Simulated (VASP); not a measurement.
**Ba4Er: single point with PBE**

Ba4Er:

```xyz
5
Lattice="6.6947 0.0000 0.0000 0.0000 6.6947 0.0000 0.0000 0.0000 6.6947" Properties=species:S:1:pos:R:3 pbc="T T T"
Ba    3.3474    0.0000    0.0000
Ba    0.0000    3.3474    0.0000
Ba    0.0000    0.0000    3.3474
Ba    3.3474    3.3474    3.3474
Er    0.0000    0.0000    0.0000
```

The cell was built from a structure type or drawn by symmetry, and may not be a known phase.

```yaml
Program: VASP 6.6.1
Task: single point
Functional: PBE
Potentials_or_basis: VASP PAW PBE potentials, release 64 (Ba_sv, Er_3), 4f in core
Cutoff: 500 eV
k_mesh: 3 × 3 × 3
Occupations: gaussian, width 0.2 eV
Spin: no spin polarisation
```

```yaml
Pressure: 0.5 GPa
Band_gap_on_the_k_mesh: zero (an odd number of electrons rules out a gap without spin polarisation)
```

Levels at points of the mesh, in eV from the Fermi level:
```csv
k point,band 21,band 22,band 23,band 24,band 25,band 26,band 27,band 28,band 29,band 30
"(0.00, 0.00, 0.00)",-1.04,-0.66,-0.66,-0.66,-0.33,-0.33,0.37,0.37,1.37,1.38
```

It took 28 s on 1 thread of AMD EPYC 9R45 96-Core Processor (Zen 5), on a shared host, peak memory 0.31 GiB.

Caveat: spin-orbit coupling is left out, which moves the levels of the heavy elements; the 4f electrons are frozen in the core, so they carry no moment and show no levels. Spin polarisation is off, so any magnetic state and its effect on volume and gap are missing.
